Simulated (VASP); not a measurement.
# Sn (Fd-3m) in VASP: single point with LDA

Aim: the single point of Sn with LDA.

Everything below comes from runs of VASP 6.6.1. Logs are shortened: lines on timing, memory, paths and dates and some standing lists are left out, and cuts for length are marked.

## 1. The cell of the first run

It takes space group Fd-3m (No. 227, cubic). Conventional cell: a = 6.489 Å, b = 6.489 Å, c = 6.489 Å, α = 90.00°, β = 90.00°, γ = 90.00°. Sn (site symmetry -43m) has 4 Sn at 2.81 Å within 3.7 Å.

## 2. Single point, LDA

INCAR reads:

```
SYSTEM = Sn
ALGO     = Normal         ! electronic algorithm
EDIFF    = 1E-6           ! SCF threshold, eV
ENCUT    = 520            ! plane-wave cutoff, eV
ISIF     = 2              ! what is computed and relaxed
ISMEAR   = 0              ! smearing method
LASPH    = .True.         ! aspherical terms in the spheres
LCHARG   = .False.        ! write CHGCAR
LREAL    = .False.        ! projectors in reciprocal space
LWAVE    = .False.        ! write WAVECAR
NBANDS   = 21             ! bands
NELM     = 60             ! most SCF steps
PREC     = Accurate       ! precision mode
SIGMA    = 0.01           ! smearing width, eV
```

KPOINTS reads:

```
k-points
0
Gamma
  12 12 12
  0 0 0
```

POSCAR reads:

```
Sn
1.0
    0.0000000000      3.2445000000      3.2445000000
    3.2445000000      0.0000000000      3.2445000000
    3.2445000000      3.2445000000      0.0000000000
Sn
2
Direct
    0.0000000000      0.0000000000      0.0000000000
    0.2500000000      0.2500000000      0.2500000000
```

Potentials or basis: VASP PAW LDA potentials, release 64 (Sn_d).

Run with:

```bash
cat potpaw_LDA.64/Sn_d/POTCAR > POTCAR
mpirun -np 1 vasp_std > vasp.out
```

OUTCAR:

```text
SYSTEM = Sn
   EDIFF = 1E-6
   ENCUT = 520
   ISIF = 2
   ISMEAR = 0
   LASPH = .True.
   LREAL = .False.
   NELM = 60
   PREC = Accurate

 ion  position               nearest neighbor table
   1  0.000  0.000  0.000-   2 2.81   2 2.81   2 2.81   2 2.81
   2  0.250  0.250  0.250-   1 2.81   1 2.81   1 2.81   1 2.81

  LATTYP: Found a face centered cubic cell.
 ALAT       =     6.4890000000

  Lattice vectors:

 A1 = (   0.0000000000,   3.2445000000,   3.2445000000)
 A2 = (   3.2445000000,   0.0000000000,   3.2445000000)
 A3 = (   3.2445000000,   3.2445000000,   0.0000000000)

Analysis of symmetry for initial positions (statically):
=====================================================================
 Subroutine PRICEL returns:
 Original cell was already a primitive cell.

 Routine SETGRP: Setting up the symmetry group for a
 face centered cubic supercell.

 Subroutine GETGRP returns: Found 48 space group operations
 (whereof 24 operations were pure point group operations)
 out of a pool of 48 trial point group operations.

The static configuration has the point symmetry T_d .
 The point group associated with its full space group is O_h .

Analysis of symmetry for dynamics (positions and initial velocities):
=====================================================================
 Subroutine PRICEL returns:
 Original cell was already a primitive cell.

 Routine SETGRP: Setting up the symmetry group for a
 face centered cubic supercell.

 Subroutine GETGRP returns: Found 48 space group operations
 (whereof 24 operations were pure point group operations)
 out of a pool of 48 trial point group operations.

The dynamic configuration has the point symmetry T_d .
 The point group associated with its full space group is O_h .

 Subroutine INISYM returns: Found 48 space group operations
 (whereof 24 operations are pure point group operations),
 and found     1 'primitive' translations

----------------------------------------------------------------------------------------

                                     Primitive cell

  volume of cell :      68.3083

  direct lattice vectors                    reciprocal lattice vectors
     0.000000000  3.244500000  3.244500000    -0.154106950  0.154106950  0.154106950
     3.244500000  0.000000000  3.244500000     0.154106950 -0.154106950  0.154106950
     3.244500000  3.244500000  0.000000000     0.154106950  0.154106950 -0.154106950

  length of vectors
     4.588415903  4.588415903  4.588415903     0.266921068  0.266921068  0.266921068

  position of ions in fractional coordinates (direct lattice)
     0.000000000  0.000000000  0.000000000
     0.250000000  0.250000000  0.250000000

  ion indices of the primitive-cell ions
   primitive index   ion index
                 1           1
                 2           2

----------------------------------------------------------------------------------------

 KPOINTS: k-points

Automatic generation of k-mesh.
 Grid dimensions read from file:
 generate k-points for:   12   12   12

 Generating k-lattice:

  Cartesian coordinates                     Fractional coordinates (reciprocal lattice)
    -0.012842246  0.012842246  0.012842246     0.083333333  0.000000000  0.000000000
     0.012842246 -0.012842246  0.012842246     0.000000000  0.083333333  0.000000000
     0.012842246  0.012842246 -0.012842246     0.000000000  0.000000000  0.083333333

  Length of vectors
     0.022243422  0.022243422  0.022243422

  Shift w.r.t. Gamma in fractional coordinates (k-lattice)
     0.000000000  0.000000000  0.000000000

 Subroutine IBZKPT returns following result:
 ===========================================

 Found     72 irreducible k-points:

 Following reciprocal coordinates:
            Coordinates               Weight
  0.000000  0.000000  0.000000      1.000000
  0.083333  0.000000  0.000000      8.000000
  0.166667  0.000000  0.000000      8.000000
  0.250000  0.000000  0.000000      8.000000
  0.333333  0.000000  0.000000      8.000000
  0.416667  0.000000  0.000000      8.000000
[... 16 lines left out ...]
  0.500000  0.166667  0.000000     24.000000
 -0.416667  0.166667  0.000000     24.000000
 [... further k-points ...]
   k-points           NKPTS =     72   k-points in BZ     NKDIM =     72   number of bands    NBANDS=     21
   number of dos      NEDOS =    301   number of ions     NIONS =      2
   total plane-waves  NPLWV =  46656
   dimension x,y,z NGX =    36 NGY =   36 NGZ =   36
   dimension x,y,z NGXF=    72 NGYF=   72 NGZF=   72
   ions per type =               2
   NGX,Y,Z   is equivalent  to a cutoff of  13.04, 13.04, 13.04 a.u.
   NGXF,Y,Z  is equivalent  to a cutoff of  26.09, 26.09, 26.09 a.u.
 SYSTEM =  Sn
   PREC   = accura    normal or accurate (medium, high low for compatibility)
   ISTART =      0    job   : 0-new  1-cont  2-samecut
   ICHARG =      2    charge: 1-file 2-atom 10-const
   ISPIN  =      1    spin polarized calculation?
   LNONCOLLINEAR =      F non collinear calculations
   LSORBIT =      F    spin-orbit coupling
   LASPH  =      T    aspherical Exc in radial PAW
   ENCUT  =  520.0 eV  38.22 Ry    6.18 a.u.   8.53  8.53  8.53*2*pi/ulx,y,z
   NELM   =     60;   NELMIN=  2; NELMDL= -5     # of ELM steps
   EDIFF  = 0.1E-05   stopping-criterion for ELM
   LREAL  =      F    real-space projection
   EDIFFG = 0.1E-04   stopping-criterion for IOM
   NSW    =      0    number of steps for IOM
   IBRION =     -1    ionic relax: 0-MD 1-quasi-New 2-CG
   NFREE  =      0    steps in history (QN), initial steepest desc. (CG)
   ISIF   =      2    stress and relaxation
   ISYM   =      2    0-nonsym 1-usesym 2-fastsym
   POTIM  = 0.5000    time-step for ionic-motion
   TEBEG  =    0.0;   TEEND  =   0.0 temperature during run
   PSTRESS=    0.0 pullay stress
   NELECT =      28.0000    total number of electrons
   NUPDOWN=      -1.0000    fix difference up-down
   EMIN   =  10.00;   EMAX   =-10.00  energy-range for DOS
   EFERMI =   0.00;   METHOD = LEGACY
   ISMEAR =     0;   SIGMA  =   0.01  broadening in eV -4-tet -1-fermi 0-gaus
   EFERMI_NEDOS =   21; number of points for ismear=-14 and -15
   IALGO  =     38    algorithm
   IMIX   =      4    mixing-type and parameters
     AMIX     =   0.40;   BMIX     =  1.00
     AMIX_MAG =   1.60;   BMIX_MAG =  1.00
  volume/ion in A,a.u.               =      34.15       230.48
  Fermi-wavevector in a.u.,A,eV,Ry     =   1.216101  2.298098 20.121686  1.478902
  Thomas-Fermi vector in A             =   2.351466
   LORBIT       =      0    0 simple, 1 ext, 2 COOP (PROOUT), +10 PAW based schemes
   GGA     = CA    functional components
   LHFCALC =     F    Hartree Fock is set to
   AEXX    =    0.0000 exact exchange contribution
   IVDW    =     0    specifies the selected vdW correction
   LEPSILON=     F    determine dielectric tensor
   LRPA    =     F    only Hartree local field effects (RPA)
 non-spin polarized calculation
 Gauss-broadening in eV      SIGMA  =   0.01
  energy-cutoff  :      520.00
  volume of cell :       68.31
 maximum number of plane-waves:      1868
 NGX is ok and might be reduce to    36
   NGX = 17   NGY = 17   NGZ = 17

 number of electron      28.0000002 magnetization

 Free energy of the ion-electron system (eV)
  ---------------------------------------------------
  ext. energy  EPLUGINS =         0.00000000
  ---------------------------------------------------
  free energy    TOTEN  =        -8.94139723 eV

  energy without entropy =       -8.94130630  energy(sigma->0) =       -8.94135177

 E-fermi :   5.3154     XC(G=0):  -9.1955

 val. band max:        5.3132810479   @ k =   0.0833   0.0000   0.0000
 cond. band min:       5.4419012598   @ k =   0.3333   0.0000   0.0000
 fundamental gap:      0.1286202119
 Fermi energy:         5.3154275546

 k-point     1 :       0.0000    0.0000    0.0000
  band No.  band energies     occupation
      1     -16.2456      2.00000
      2     -16.2456      2.00000
      3     -16.2456      2.00000
      4     -16.1840      2.00000
      5     -16.1840      2.00000
      6     -15.8717      2.00000
[... 13 lines left out ...]
     20      13.4095      0.00000
     21      13.4095      0.00000

 k-point     2 :       0.0833    0.0000    0.0000
  band No.  band energies     occupation
      1     -16.2512      2.00000
      2     -16.2512      2.00000
      3     -16.2439      2.00000
      4     -16.1764      2.00000
      5     -16.1764      2.00000
      6     -15.8851      2.00000
[... 13 lines left out ...]
     20      12.7521      0.00000
     21      12.7521      0.00000

 k-point     3 :       0.1667    0.0000    0.0000
  band No.  band energies     occupation
      1     -16.2619      2.00000
      2     -16.2619      2.00000
      3     -16.2392      2.00000
      4     -16.1603      2.00000
      5     -16.1603      2.00000
      6     -15.9017      2.00000
[... 13 lines left out ...]
     20      12.2981      0.00000
     21      12.2981      0.00000

 k-point     4 :       0.2500    0.0000    0.0000
  band No.  band energies     occupation
      1     -16.2714      2.00000
      2     -16.2714      2.00000
      3     -16.2325      2.00000
      4     -16.1440      2.00000
      5     -16.1440      2.00000
      6     -15.9157      2.00000
[... 13 lines left out ...]
     20      12.2648      0.00000
     21      12.2648      0.00000

 k-point     5 :       0.3333    0.0000    0.0000
  band No.  band energies     occupation
      1     -16.2778      2.00000
      2     -16.2778      2.00000
      3     -16.2256      2.00000
      4     -16.1318      2.00000
      5     -16.1318      2.00000
      6     -15.9252      2.00000
[... 13 lines left out ...]
     20      12.7106      0.00000
     21      12.7106      0.00000
[... 382 lines left out ...]
     20      12.9758      0.00000
     21      13.7346      0.00000

 k-point    22 :       0.4167    0.1667    0.0000
  band No.  band energies     occupation
      1     -16.2991      2.00000
      2     -16.2825      2.00000
      3     -16.2080      2.00000
      4     -16.1174      2.00000
      5     -16.0889      2.00000
      6     -15.9911      2.00000
[... 13 lines left out ...]
     20      13.6016      0.00000
     21      14.2793      0.00000

 k-point    23 :       0.5000    0.1667    0.0000
  band No.  band energies     occupation
      1     -16.3052      2.00000
      2     -16.2874      2.00000
      3     -16.1923      2.00000
      4     -16.1045      2.00000
      5     -16.0931      2.00000
      6     -15.9822      2.00000
[... 13 lines left out ...]
     20      13.9897      0.00000
     21      14.2610      0.00000

 k-point    24 :      -0.4167    0.1667    0.0000
  band No.  band energies     occupation
      1     -16.3059      2.00000
      2     -16.2904      2.00000
      3     -16.1847      2.00000
      4     -16.1056      2.00000
      5     -16.0956      2.00000
      6     -15.9629      2.00000
[... 13 lines left out ...]
     20      13.2179      0.00000
     21      13.3532      0.00000

 [... further k-points ...]

------------------------ aborting loop because EDIFF is reached ----------------------------------------

  FORCE on cell =-STRESS in cart. coord.  units (eV):
  Direction    XX          YY          ZZ          XY          YZ          ZX
  --------------------------------------------------------------------------------------
  -------------------------------------------------------------------------------------
  Total       -0.1200315     -0.1200315     -0.1200315      0.0000000      0.0000000     -0.0000000
  in kB       -2.8153496     -2.8153496     -2.8153496      0.0000000      0.0000000     -0.0000000
  external PRESSURE =      -2.8153496 kB  Pullay stress =       0.0000000 kB

 VOLUME and BASIS-vectors are now :
 -----------------------------------------------------------------------------
  energy-cutoff  :      520.00
  volume of cell :       68.31
      direct lattice vectors                 reciprocal lattice vectors
     0.000000000  3.244500000  3.244500000    -0.154106950  0.154106950  0.154106950
     3.244500000  0.000000000  3.244500000     0.154106950 -0.154106950  0.154106950
     3.244500000  3.244500000  0.000000000     0.154106950  0.154106950 -0.154106950

 POSITION                                       TOTAL-FORCE (eV/Angst)
 -----------------------------------------------------------------------------------
      0.00000      0.00000      0.00000         0.000000      0.000000      0.000000
      1.62225      1.62225      1.62225        -0.000000     -0.000000     -0.000000
 -----------------------------------------------------------------------------------
    total drift:                                0.000000      0.000000      0.000000

  FREE ENERGIE OF THE ION-ELECTRON SYSTEM (eV)
  ---------------------------------------------------
  free  energy   TOTEN  =        -8.9413972326 eV

  energy  without entropy=       -8.9413062990  energy(sigma->0) =       -8.94135177
```

Run time: 55 s. Hardware: 1 thread of Intel Xeon Platinum 8259CL at 2.50GHz (Skylake/Cascade Lake), shared host; peak memory 0.21 GiB.

Results:

* Free energy: -8.9414 eV
* Pressure: -0.3 GPa
* Band gap on the k mesh: zero (band 14 reaches 5.46 eV, above the bottom of band 15 at 5.27 eV)

Levels at points of the mesh, in eV from the Fermi level:
```tsv
k point	band 12	band 13	band 14	band 15	band 16	band 17
(0.00, 0.00, 0.00)	-0.74	0.14	0.14	0.14	2.20	2.20
(0.50, 0.00, 0.00)	-6.28	-1.07	-1.07	-0.05	3.28	3.28
(0.50, 0.50, 0.00)	-7.51	-2.41	-2.41	0.82	0.82	7.71
```

Caveat: spin-orbit coupling is left out, which moves the levels of the heavy elements.
